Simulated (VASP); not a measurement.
# Ta2H (C222) in VASP: single point with PBEsol

Aim: the single point of Ta2H with PBEsol.

All numbers are computed with VASP 6.6.1; they aren't measurements. Logs are shortened: lines on timing, memory, paths and dates and some standing lists are left out, and cuts for length are marked.

## Step 1: The cell of the first run

The structure is orthorhombic, space group C222 (No. 21). The conventional cell has a = 3.441 Å, b = 4.743 Å, c = 4.759 Å, α = 90.00°, β = 90.00°, γ = 90.00°. Ta (site symmetry 2) has 2 H at 1.93 Å within 2.6 Å. H (site symmetry 222) has 4 Ta at 1.93 Å within 2.6 Å.

## Step 2: Single point, PBEsol

INCAR reads:

```
SYSTEM = Ta2H
PREC = Accurate ; ENCUT = 520
EDIFF = 1E-6 ; ISMEAR = -1
SIGMA = 0.1 ; LREAL = .FALSE.
LASPH = .TRUE. ; NELM = 60
ALGO = Normal ; ISIF = 2
LWAVE = .FALSE. ; LCHARG = .FALSE.
GGA = PS ; NBANDS = 18
```

KPOINTS reads:

```
regular mesh
0
G
  10 10 6
  0 0 0
```

POSCAR reads:

```
Ta2H
1.0
    1.7204950000     -2.3714690000      0.0000000000
    1.7204950000      2.3714690000      0.0000000000
    0.0000000000      0.0000000000      4.7585690000
Ta H
2 1
Direct
    0.0000000000      0.5000000000      0.2645700000
    0.5000000000      0.0000000000      0.7354300000
    0.0000000000      0.0000000000      0.0000000000
```

Potentials or basis: VASP PAW PBE potentials, release 64 (Ta_pv, H).

On the command line:

```bash
> cat potpaw_PBE.64/Ta_pv/POTCAR potpaw_PBE.64/H/POTCAR > POTCAR
> mpirun -np 1 vasp_std > vasp.out
```

OUTCAR:

```text
SYSTEM = Ta2H
   PREC = Accurate
   ENCUT = 520
   EDIFF = 1E-6
   ISMEAR = -1
   LREAL = .FALSE.
   LASPH = .TRUE.
   NELM = 60
   ISIF = 2
   GGA = PS

 ion  position               nearest neighbor table
   1  0.000  0.500  0.265-   3 1.93   3 1.93   2 2.82   2 2.82   2 3.05   2 3.05   2 3.26   2 3.26
                             2 3.46   2 3.46
   2  0.500  0.000  0.735-   3 1.93   3 1.93   1 2.82   1 2.82   1 3.05   1 3.05   1 3.26   1 3.26
                             1 3.46   1 3.46
   3  0.000  0.000  0.000-   1 1.93   2 1.93   1 1.93   2 1.93

  LATTYP: Found a base centered orthorhombic cell.
 ALAT       =     3.4409900000
 B/A-ratio  =     1.3783643661
 C/A-ratio  =     1.3829069541

  Lattice vectors:

 A1 = (   1.7204950000,  -2.3714690000,   0.0000000000)
 A2 = (   1.7204950000,   2.3714690000,   0.0000000000)
 A3 = (   0.0000000000,   0.0000000000,   4.7585690000)

Analysis of symmetry for initial positions (statically):
=====================================================================
 Subroutine PRICEL returns:
 Original cell was already a primitive cell.

 Routine SETGRP: Setting up the symmetry group for a
 base centered orthorhombic supercell.

 Subroutine GETGRP returns: Found  4 space group operations
 (whereof  4 operations were pure point group operations)
 out of a pool of  8 trial point group operations.

The static configuration has the point symmetry D_2 .

Analysis of symmetry for dynamics (positions and initial velocities):
=====================================================================
 Subroutine PRICEL returns:
 Original cell was already a primitive cell.

 Routine SETGRP: Setting up the symmetry group for a
 base centered orthorhombic supercell.

 Subroutine GETGRP returns: Found  4 space group operations
 (whereof  4 operations were pure point group operations)
 out of a pool of  8 trial point group operations.

The dynamic configuration has the point symmetry D_2 .

 Subroutine INISYM returns: Found  4 space group operations
 (whereof  4 operations are pure point group operations),
 and found     1 'primitive' translations

----------------------------------------------------------------------------------------

                                     Primitive cell

  volume of cell :      38.8309

  direct lattice vectors                    reciprocal lattice vectors
     1.720495000 -2.371469000  0.000000000     0.290614038 -0.210839779  0.000000000
     1.720495000  2.371469000  0.000000000     0.290614038  0.210839779  0.000000000
     0.000000000  0.000000000  4.758569000     0.000000000  0.000000000  0.210147210

  length of vectors
     2.929840996  2.929840996  4.758569000     0.359040293  0.359040293  0.210147210

  position of ions in fractional coordinates (direct lattice)
     0.000000000  0.500000000  0.264570000
     0.500000000  0.000000000  0.735430000
     0.000000000  0.000000000  0.000000000

  ion indices of the primitive-cell ions
   primitive index   ion index
                 1           1
                 2           2
                 3           3

----------------------------------------------------------------------------------------

 KPOINTS: regular mesh

Automatic generation of k-mesh.
 Grid dimensions read from file:
 generate k-points for:   10   10    6

 Generating k-lattice:

  Cartesian coordinates                     Fractional coordinates (reciprocal lattice)
     0.029061404 -0.021083978  0.000000000     0.100000000  0.000000000  0.000000000
     0.029061404  0.021083978  0.000000000     0.000000000  0.100000000  0.000000000
     0.000000000  0.000000000  0.035024535     0.000000000  0.000000000  0.166666667

  Length of vectors
     0.035904029  0.035904029  0.035024535

  Shift w.r.t. Gamma in fractional coordinates (k-lattice)
     0.000000000  0.000000000  0.000000000

 Subroutine IBZKPT returns following result:
 ===========================================

 Found    124 irreducible k-points:

 Following reciprocal coordinates:
            Coordinates               Weight
  0.000000  0.000000  0.000000      1.000000
  0.100000 -0.000000  0.000000      4.000000
  0.200000 -0.000000  0.000000      4.000000
  0.300000 -0.000000  0.000000      4.000000
  0.400000  0.000000  0.000000      4.000000
  0.500000  0.000000  0.000000      2.000000
[... 16 lines left out ...]
  0.300000  0.300000  0.000000      2.000000
  0.400000  0.300000  0.000000      4.000000
 [... further k-points ...]
   k-points           NKPTS =    124   k-points in BZ     NKDIM =    124   number of bands    NBANDS=     18
   number of dos      NEDOS =    301   number of ions     NIONS =      3
   total plane-waves  NPLWV =  20736
   dimension x,y,z NGX =    24 NGY =   24 NGZ =   36
   dimension x,y,z NGXF=    48 NGYF=   48 NGZF=   72
   ions per type =               2   1
   NGX,Y,Z   is equivalent  to a cutoff of  13.62, 13.62, 12.58 a.u.
   NGXF,Y,Z  is equivalent  to a cutoff of  27.24, 27.24, 25.15 a.u.
 SYSTEM =  Ta2H
   PREC   = accura    normal or accurate (medium, high low for compatibility)
   ISTART =      0    job   : 0-new  1-cont  2-samecut
   ICHARG =      2    charge: 1-file 2-atom 10-const
   ISPIN  =      1    spin polarized calculation?
   LNONCOLLINEAR =      F non collinear calculations
   LSORBIT =      F    spin-orbit coupling
   LASPH  =      T    aspherical Exc in radial PAW
   ENCUT  =  520.0 eV  38.22 Ry    6.18 a.u.   5.45  5.45  8.85*2*pi/ulx,y,z
   NELM   =     60;   NELMIN=  2; NELMDL= -5     # of ELM steps
   EDIFF  = 0.1E-05   stopping-criterion for ELM
   LREAL  =      F    real-space projection
   EDIFFG = 0.1E-04   stopping-criterion for IOM
   NSW    =      0    number of steps for IOM
   IBRION =     -1    ionic relax: 0-MD 1-quasi-New 2-CG
   NFREE  =      0    steps in history (QN), initial steepest desc. (CG)
   ISIF   =      2    stress and relaxation
   ISYM   =      2    0-nonsym 1-usesym 2-fastsym
   POTIM  = 0.5000    time-step for ionic-motion
   TEBEG  =    0.0;   TEEND  =   0.0 temperature during run
   PSTRESS=    0.0 pullay stress
   NELECT =      23.0000    total number of electrons
   NUPDOWN=      -1.0000    fix difference up-down
   EMIN   =  10.00;   EMAX   =-10.00  energy-range for DOS
   EFERMI =   0.00;   METHOD = LEGACY
   ISMEAR =    -1;   SIGMA  =   0.10  broadening in eV -4-tet -1-fermi 0-gaus
   EFERMI_NEDOS =   21; number of points for ismear=-14 and -15
   IALGO  =     38    algorithm
   IMIX   =      4    mixing-type and parameters
     AMIX     =   0.40;   BMIX     =  1.00
     AMIX_MAG =   1.60;   BMIX_MAG =  1.00
  volume/ion in A,a.u.               =      12.94        87.35
  Fermi-wavevector in a.u.,A,eV,Ry     =   1.374860  2.598108 25.718264  1.890239
  Thomas-Fermi vector in A             =   2.500248
   LORBIT       =      0    0 simple, 1 ext, 2 COOP (PROOUT), +10 PAW based schemes
   GGA     = PS    functional components
   LHFCALC =     F    Hartree Fock is set to
   AEXX    =    0.0000 exact exchange contribution
   IVDW    =     0    specifies the selected vdW correction
   LEPSILON=     F    determine dielectric tensor
   LRPA    =     F    only Hartree local field effects (RPA)
 non-spin polarized calculation
  energy-cutoff  :      520.00
  volume of cell :       38.83
 maximum number of plane-waves:      1066
 NGX is ok and might be reduce to    24
   NGX = 11   NGY = 11   NGZ = 17

 number of electron      22.9999999 magnetization

 Free energy of the ion-electron system (eV)
  ---------------------------------------------------
  ext. energy  EPLUGINS =         0.00000000
  ---------------------------------------------------
  free energy    TOTEN  =       -28.97086001 eV

  energy without entropy =      -28.91858082  energy(sigma->0) =      -28.94472041

 E-fermi :   5.2795     XC(G=0): -12.5989

 val. band max:        5.2660522389   @ k =   0.2000   0.2000   0.1667
 cond. band min:       5.2815409463   @ k =   0.1000  -0.0000   0.5000
 fundamental gap:      0.0154887074
 Fermi energy:         5.2795223890

 k-point     1 :       0.0000    0.0000    0.0000
  band No.  band energies     occupation
      1     -29.1592      2.00000
      2     -28.4790      2.00000
      3     -28.1835      2.00000
      4     -28.1720      2.00000
      5     -28.1505      2.00000
      6     -28.1177      2.00000
[... 10 lines left out ...]
     17       9.4865      0.00000
     18      12.2045      0.00000

 k-point     2 :       0.1000   -0.0000    0.0000
  band No.  band energies     occupation
      1     -29.1293      2.00000
      2     -28.5099      2.00000
      3     -28.2285      2.00000
      4     -28.2029      2.00000
      5     -28.1820      2.00000
      6     -28.1364      2.00000
[... 10 lines left out ...]
     17       9.7241      0.00000
     18      12.3273      0.00000

 k-point     3 :       0.2000   -0.0000    0.0000
  band No.  band energies     occupation
      1     -29.0452      2.00000
      2     -28.6212      2.00000
      3     -28.4054      2.00000
      4     -28.2667      2.00000
      5     -28.2226      2.00000
      6     -28.1535      2.00000
[... 10 lines left out ...]
     17       9.7726      0.00000
     18      12.8722      0.00000

 k-point     4 :       0.3000   -0.0000    0.0000
  band No.  band energies     occupation
      1     -28.9270      2.00000
      2     -28.7909      2.00000
      3     -28.6235      2.00000
      4     -28.3300      2.00000
      5     -28.2583      2.00000
      6     -28.1732      2.00000
[... 375 lines left out ...]
      4     -28.4057      2.00000
      5     -28.2390      2.00000
      6     -28.1742      2.00000
[... 10 lines left out ...]
     17      11.6182      0.00000
     18      11.8652      0.00000

 k-point    23 :       0.3000    0.3000    0.0000
  band No.  band energies     occupation
      1     -28.8312      2.00000
      2     -28.7549      2.00000
      3     -28.7111      2.00000
      4     -28.5747      2.00000
      5     -28.4856      2.00000
      6     -28.4761      2.00000
[... 10 lines left out ...]
     17       9.7116      0.00000
     18      11.3721      0.00000

 k-point    24 :       0.4000    0.3000    0.0000
  band No.  band energies     occupation
      1     -28.9593      2.00000
      2     -28.8351      2.00000
      3     -28.7420      2.00000
      4     -28.6255      2.00000
      5     -28.4809      2.00000
      6     -28.3709      2.00000
[... 10 lines left out ...]
     17      10.3374      0.00000
     18      12.8461      0.00000

 [... further k-points ...]

------------------------ aborting loop because EDIFF is reached ----------------------------------------

  FORCE on cell =-STRESS in cart. coord.  units (eV):
  Direction    XX          YY          ZZ          XY          YZ          ZX
  --------------------------------------------------------------------------------------
  -------------------------------------------------------------------------------------
  Total       -1.2740594     -0.8385311     -0.8104545      0.0000000      0.0000000      0.0000000
  in kB      -52.5681903    -34.5981203    -33.4396716      0.0000000      0.0000000      0.0000000
  external PRESSURE =     -40.2019941 kB  Pullay stress =       0.0000000 kB

 VOLUME and BASIS-vectors are now :
 -----------------------------------------------------------------------------
  energy-cutoff  :      520.00
  volume of cell :       38.83
      direct lattice vectors                 reciprocal lattice vectors
     1.720495000 -2.371469000  0.000000000     0.290614038 -0.210839779  0.000000000
     1.720495000  2.371469000  0.000000000     0.290614038  0.210839779  0.000000000
     0.000000000  0.000000000  4.758569000     0.000000000  0.000000000  0.210147210

 POSITION                                       TOTAL-FORCE (eV/Angst)
 -----------------------------------------------------------------------------------
      0.86025      1.18573      1.25897        -0.000000     -0.000000      0.022286
      0.86025     -1.18573      3.49959        -0.000000     -0.000000     -0.022286
      0.00000      0.00000      0.00000         0.000000      0.000000      0.000000
 -----------------------------------------------------------------------------------
    total drift:                                0.000000     -0.000000      0.000000

  FREE ENERGIE OF THE ION-ELECTRON SYSTEM (eV)
  ---------------------------------------------------
  free  energy   TOTEN  =       -28.9708600072 eV

  energy  without entropy=      -28.9185808160  energy(sigma->0) =      -28.94472041
```

Run time: 40 s. Hardware: 1 thread of Intel Xeon Platinum 8375C at 2.90GHz (Ice Lake), shared host; peak memory 0.21 GiB.

What came out:

```yaml
Free_energy: -28.9709 eV
Pressure: -4.0 GPa
Largest_force: 0.022 eV/Å
```

Forces in eV/Å, atoms in the order of the input:
```
Ta   0.000  0.000  0.022
Ta   0.000  0.000 -0.022
H    0.000  0.000  0.000
```

Caveat: the PAW data sets were made with another functional, which shifts forces and pressure a little; spin-orbit coupling is left out, which moves the levels of the heavy elements.
